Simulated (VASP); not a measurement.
# Y3NbO (R-3m) in VASP: single point with PBE

Aim: the single point of Y3NbO with PBE.

Program: VASP 6.6.1. These are calculated values, not measurements. Logs are shortened: lines on timing, memory, paths and dates and some standing lists are left out, and cuts for length are marked.

## (1) The cell of the first run

Symmetry: R-3m, No. 166, trigonal system. The conventional cell has a = 5.559 Å, b = 5.559 Å, c = 10.723 Å, α = 90.00°, β = 90.00°, γ = 120.00°. Within 3.2 Å of Y (site symmetry 2/m) lie 2 Nb at 2.40 Å and 4 Y at 2.78 Å and 2 O at 2.78 Å. Nb (site symmetry -3m) has 6 Y at 2.40 Å within 3.2 Å. O (site symmetry -3m) has 6 Y at 2.78 Å and 6 Nb at 3.67 Å within 3.7 Å.

## (2) Single point, PBE

INCAR

```
  ALGO = Normal
  EDIFF = 1E-6
  ENCUT = 520
  GGA = PE
  ISIF = 2
  ISMEAR = 0
  LASPH = True
  LCHARG = False
  LREAL = False
  LWAVE = False
  NBANDS = 34
  NELM = 100
  PREC = Accurate
  SIGMA = 0.1
```

KPOINTS

```
k-points
0
Gamma
  6 6 6
```

POSCAR

```
Y3NbO
1.0
    2.7796464100      1.6048296000      3.5743983100
   -2.7796464100      1.6048296000      3.5743983100
    0.0000000000     -3.2096592000      3.5743983100
Y Nb O
3 1 1
Direct
    0.5000000000      0.5000000000      0.0000000000
    0.0000000000      0.5000000000      0.5000000000
    0.5000000000      0.0000000000      0.5000000000
    0.5000000000      0.5000000000      0.5000000000
    0.0000000000      0.0000000000      0.0000000000
```

Potentials or basis: VASP PAW PBE potentials, release 64 (Y_sv, Nb_sv, O).

The run is started by

```console
$ cat potpaw_PBE.64/Y_sv/POTCAR potpaw_PBE.64/Nb_sv/POTCAR potpaw_PBE.64/O/POTCAR > POTCAR
$ mpirun -np 1 vasp_std > vasp.out
```

OUTCAR:

```text
EDIFF = 1E-6
   ENCUT = 520
   GGA = PE
   ISIF = 2
   ISMEAR = 0
   LASPH = True
   LREAL = False
   NELM = 100
   PREC = Accurate

 ion  position               nearest neighbor table
   1  0.500  0.500  0.000-   4 2.40   4 2.40   3 2.78   2 2.78   3 2.78   2 2.78   5 2.78   5 2.78
                             3 3.92   2 3.92   3 3.92   2 3.92
   2  0.000  0.500  0.500-   4 2.40   4 2.40   5 2.78   5 2.78   1 2.78   1 2.78   3 2.78   3 2.78
                             3 3.92   3 3.92   1 3.92   1 3.92
   3  0.500  0.000  0.500-   4 2.40   4 2.40   5 2.78   1 2.78   1 2.78   5 2.78   2 2.78   2 2.78
                             2 3.92   2 3.92   1 3.92   1 3.92
   4  0.500  0.500  0.500-   1 2.40   1 2.40   3 2.40   2 2.40   3 2.40   2 2.40
   5  0.000  0.000  0.000-   2 2.78   3 2.78   2 2.78   3 2.78   1 2.78   1 2.78

  LATTYP: Found a trigonal (rhomboedric) cell.
 ALAT       =     4.8039812123
 COS(alpha) =     0.3304137859

  Lattice vectors:

 A1 = (   2.7796464100,   1.6048296000,   3.5743983100)
 A2 = (  -2.7796464100,   1.6048296000,   3.5743983100)
 A3 = (   0.0000000000,  -3.2096592000,   3.5743983100)

Analysis of symmetry for initial positions (statically):
=====================================================================
 Subroutine PRICEL returns:
 Original cell was already a primitive cell.

 Routine SETGRP: Setting up the symmetry group for a
 trigonal (rhombohedral) supercell.

 Subroutine GETGRP returns: Found 12 space group operations
 (whereof 12 operations were pure point group operations)
 out of a pool of 12 trial point group operations.

The static configuration has the point symmetry D_3d.

Analysis of symmetry for dynamics (positions and initial velocities):
=====================================================================
 Subroutine PRICEL returns:
 Original cell was already a primitive cell.

 Routine SETGRP: Setting up the symmetry group for a
 trigonal (rhombohedral) supercell.

 Subroutine GETGRP returns: Found 12 space group operations
 (whereof 12 operations were pure point group operations)
 out of a pool of 12 trial point group operations.

The dynamic configuration has the point symmetry D_3d.

 Subroutine INISYM returns: Found 12 space group operations
 (whereof 12 operations are pure point group operations),
 and found     1 'primitive' translations

----------------------------------------------------------------------------------------

                                     Primitive cell

  volume of cell :      95.6693

  direct lattice vectors                    reciprocal lattice vectors
     2.779646410  1.604829600  3.574398310     0.179878994  0.103853186  0.093255789
    -2.779646410  1.604829600  3.574398310    -0.179878994  0.103853186  0.093255789
     0.000000000 -3.209659200  3.574398310     0.000000000 -0.207706372  0.093255789

  length of vectors
     4.803981212  4.803981212  4.803981209     0.227680871  0.227680871  0.227680871

  position of ions in fractional coordinates (direct lattice)
     0.500000000  0.500000000  0.000000000
     0.000000000  0.500000000  0.500000000
     0.500000000  0.000000000  0.500000000
     0.500000000  0.500000000  0.500000000
     0.000000000  0.000000000  0.000000000

  ion indices of the primitive-cell ions
   primitive index   ion index
                 1           1
                 2           2
                 3           3
                 4           4
                 5           5

----------------------------------------------------------------------------------------

 KPOINTS: k-points

Automatic generation of k-mesh.
 Grid dimensions read from file:
 generate k-points for:    6    6    6

 Generating k-lattice:

  Cartesian coordinates                     Fractional coordinates (reciprocal lattice)
     0.029979832  0.017308864  0.015542631     0.166666667 -0.000000000  0.000000000
    -0.029979832  0.017308864  0.015542631    -0.000000000  0.166666667  0.000000000
     0.000000000 -0.034617729  0.015542631     0.000000000  0.000000000  0.166666667

  Length of vectors
     0.037946812  0.037946812  0.037946812

  Shift w.r.t. Gamma in fractional coordinates (k-lattice)
     0.000000000  0.000000000  0.000000000

 Subroutine IBZKPT returns following result:
 ===========================================

 Found     32 irreducible k-points:

 Following reciprocal coordinates:
            Coordinates               Weight
  0.000000  0.000000  0.000000      1.000000
  0.166667  0.000000  0.000000      6.000000
  0.333333  0.000000  0.000000      6.000000
  0.500000  0.000000  0.000000      3.000000
  0.166667  0.166667  0.000000      6.000000
  0.333333  0.166667  0.000000     12.000000
[... 16 lines left out ...]
  0.500000  0.500000  0.166667      6.000000
 -0.333333  0.500000  0.166667     12.000000
 [... further k-points ...]
   k-points           NKPTS =     32   k-points in BZ     NKDIM =     32   number of bands    NBANDS=     34
   number of dos      NEDOS =    301   number of ions     NIONS =      5
   total plane-waves  NPLWV =  46656
   dimension x,y,z NGX =    36 NGY =   36 NGZ =   36
   dimension x,y,z NGXF=    72 NGYF=   72 NGZF=   72
   ions per type =               3   1   1
   NGX,Y,Z   is equivalent  to a cutoff of  12.46, 12.46, 12.46 a.u.
   NGXF,Y,Z  is equivalent  to a cutoff of  24.92, 24.92, 24.92 a.u.
 SYSTEM =  unknown system
   PREC   = accura    normal or accurate (medium, high low for compatibility)
   ISTART =      0    job   : 0-new  1-cont  2-samecut
   ICHARG =      2    charge: 1-file 2-atom 10-const
   ISPIN  =      1    spin polarized calculation?
   LNONCOLLINEAR =      F non collinear calculations
   LSORBIT =      F    spin-orbit coupling
   LASPH  =      T    aspherical Exc in radial PAW
   ENCUT  =  520.0 eV  38.22 Ry    6.18 a.u.   8.93  8.93  8.93*2*pi/ulx,y,z
   NELM   =    100;   NELMIN=  2; NELMDL= -5     # of ELM steps
   EDIFF  = 0.1E-05   stopping-criterion for ELM
   LREAL  =      F    real-space projection
   EDIFFG = 0.1E-04   stopping-criterion for IOM
   NSW    =      0    number of steps for IOM
   IBRION =     -1    ionic relax: 0-MD 1-quasi-New 2-CG
   NFREE  =      0    steps in history (QN), initial steepest desc. (CG)
   ISIF   =      2    stress and relaxation
   ISYM   =      2    0-nonsym 1-usesym 2-fastsym
   POTIM  = 0.5000    time-step for ionic-motion
   TEBEG  =    0.0;   TEEND  =   0.0 temperature during run
   PSTRESS=    0.0 pullay stress
   NELECT =      52.0000    total number of electrons
   NUPDOWN=      -1.0000    fix difference up-down
   EMIN   =  10.00;   EMAX   =-10.00  energy-range for DOS
   EFERMI =   0.00;   METHOD = LEGACY
   ISMEAR =     0;   SIGMA  =   0.10  broadening in eV -4-tet -1-fermi 0-gaus
   EFERMI_NEDOS =   21; number of points for ismear=-14 and -15
   IALGO  =     38    algorithm
   IMIX   =      4    mixing-type and parameters
     AMIX     =   0.40;   BMIX     =  1.00
     AMIX_MAG =   1.60;   BMIX_MAG =  1.00
  volume/ion in A,a.u.               =      19.13       129.12
  Fermi-wavevector in a.u.,A,eV,Ry     =   1.336037  2.524743 24.286318  1.784994
  Thomas-Fermi vector in A             =   2.464694
   LORBIT       =      0    0 simple, 1 ext, 2 COOP (PROOUT), +10 PAW based schemes
   GGA     = PE    functional components
   LHFCALC =     F    Hartree Fock is set to
   AEXX    =    0.0000 exact exchange contribution
   IVDW    =     0    specifies the selected vdW correction
   LEPSILON=     F    determine dielectric tensor
   LRPA    =     F    only Hartree local field effects (RPA)
 non-spin polarized calculation
 Gauss-broadening in eV      SIGMA  =   0.10
  energy-cutoff  :      520.00
  volume of cell :       95.67
 maximum number of plane-waves:      2600
   NGX = 17   NGY = 17   NGZ = 17

 number of electron      51.9999992 magnetization

 Free energy of the ion-electron system (eV)
  ---------------------------------------------------
  ext. energy  EPLUGINS =         0.00000000
  ---------------------------------------------------
  free energy    TOTEN  =       -26.03763622 eV

  energy without entropy =      -26.01220496  energy(sigma->0) =      -26.02492059

 E-fermi :   5.6929     XC(G=0): -10.8247

 val. band max:        5.6905202952   @ k =   0.3333   0.3333   0.3333
 cond. band min:       5.6941352750   @ k =   0.3333   0.3333   0.1667
 fundamental gap:      0.0036149798
 Fermi energy:         5.6928829386

 k-point     1 :       0.0000    0.0000    0.0000
  band No.  band energies     occupation
      1     -48.2134      2.00000
      2     -36.8557      2.00000
      3     -36.3647      2.00000
      4     -36.3647      2.00000
      5     -25.8828      2.00000
      6     -24.8590      2.00000
[... 26 lines left out ...]
     33      11.5457      0.00000
     34      11.5844      0.00000

 k-point     2 :       0.1667    0.0000    0.0000
  band No.  band energies     occupation
      1     -48.2118      2.00000
      2     -36.8349      2.00000
      3     -36.4111      2.00000
      4     -36.3650      2.00000
      5     -25.8056      2.00000
      6     -24.8564      2.00000
[... 26 lines left out ...]
     33      10.3403      0.00000
     34      11.3065      0.00000

 k-point     3 :       0.3333    0.0000    0.0000
  band No.  band energies     occupation
      1     -48.2086      2.00000
      2     -36.7726      2.00000
      3     -36.5237      2.00000
      4     -36.3656      2.00000
      5     -25.6730      2.00000
      6     -24.8513      2.00000
[... 26 lines left out ...]
     33       8.9931      0.00000
     34      10.8404      0.00000
[... 704 lines left out ...]
 k-point    23 :       0.5000    0.5000    0.1667
  band No.  band energies     occupation
      1     -48.1992      2.00000
      2     -36.8895      2.00000
      3     -36.4897      2.00000
      4     -36.4041      2.00000
      5     -25.2278      2.00000
      6     -24.5799      2.00000
[... 26 lines left out ...]
     33       8.2763      0.00000
     34       8.9536      0.00000

 k-point    24 :      -0.3333    0.5000    0.1667
  band No.  band energies     occupation
      1     -48.2008      2.00000
      2     -36.8215      2.00000
      3     -36.5495      2.00000
      4     -36.3973      2.00000
      5     -25.2789      2.00000
      6     -24.6452      2.00000
[... 26 lines left out ...]
     33       8.3791      0.00000
     34       8.9950      0.00000

 [... further k-points ...]

------------------------ aborting loop because EDIFF is reached ----------------------------------------

  FORCE on cell =-STRESS in cart. coord.  units (eV):
  Direction    XX          YY          ZZ          XY          YZ          ZX
  --------------------------------------------------------------------------------------
  -------------------------------------------------------------------------------------
  Total       19.0360910     19.0360909     21.0444120     -0.0000000     -0.0000000      0.0000000
  in kB      318.7980662    318.7980650    352.4314869     -0.0000000     -0.0000000      0.0000000
  external PRESSURE =     330.0092060 kB  Pullay stress =       0.0000000 kB

 VOLUME and BASIS-vectors are now :
 -----------------------------------------------------------------------------
  energy-cutoff  :      520.00
  volume of cell :       95.67
      direct lattice vectors                 reciprocal lattice vectors
     2.779646410  1.604829600  3.574398310     0.179878994  0.103853186  0.093255789
    -2.779646410  1.604829600  3.574398310    -0.179878994  0.103853186  0.093255789
     0.000000000 -3.209659200  3.574398310     0.000000000 -0.207706372  0.093255789

 POSITION                                       TOTAL-FORCE (eV/Angst)
 -----------------------------------------------------------------------------------
      0.00000      1.60483      3.57440        -0.000000      0.000000     -0.000000
     -1.38982     -0.80241      3.57440         0.000000      0.000000     -0.000000
      1.38982     -0.80241      3.57440         0.000000      0.000000      0.000000
      0.00000      0.00000      5.36160        -0.000000     -0.000000     -0.000000
      0.00000      0.00000      0.00000        -0.000000      0.000000      0.000000
 -----------------------------------------------------------------------------------
    total drift:                               -0.000000     -0.000000      0.000000

  FREE ENERGIE OF THE ION-ELECTRON SYSTEM (eV)
  ---------------------------------------------------
  free  energy   TOTEN  =       -26.0376362216 eV

  energy  without entropy=      -26.0122049578  energy(sigma->0) =      -26.02492059
```

Run time: 2 min. Hardware: 1 thread of AMD EPYC 7R43 (Zen 3), shared host; peak memory 0.24 GiB.

What came out:

```
Free energy            : -26.0376 eV
Pressure               : 33.0 GPa
Band gap on the k mesh : zero (band 26 reaches 6.21 eV, above the bottom of band 27 at 4.28 eV)
```
